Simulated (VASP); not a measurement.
Input of a VASP 6.6.1 run:

The input INCAR:

```
  PREC = Accurate
  ENCUT = 520
  EDIFF = 1E-6
  ISMEAR = 0
  SIGMA = 0.1
  LREAL = F
  LASPH = T
  NELM = 100
  ALGO = Normal
  ISIF = 2
  LWAVE = F
  LCHARG = T
  GGA = PE
  LELF = T
  LVHAR = T
  NBANDS = 20
```

The input KPOINTS:

```
Automatic mesh
0
Gamma
  18 18 18
```

POSCAR

```
CuGe
1.0
    3.1307619886      0.0000000000      0.0000000000
    0.0000000000      3.1307619886      0.0000000000
    0.0000000000      0.0000000000      3.1307619886
Cu Ge
1 1
Direct
    0.5000000000      0.5000000000      0.5000000000
    0.0000000000      0.0000000000      0.0000000000
```

Potentials or basis: VASP PAW PBE potentials, release 64 (Cu, Ge_d).

The run is started by

```console
$ cat potpaw_PBE.64/Cu/POTCAR potpaw_PBE.64/Ge_d/POTCAR > POTCAR
$ mpirun -np 1 vasp_std > vasp.out
```

Task: Estimate the pressure.

Result: 0.3 GPa.
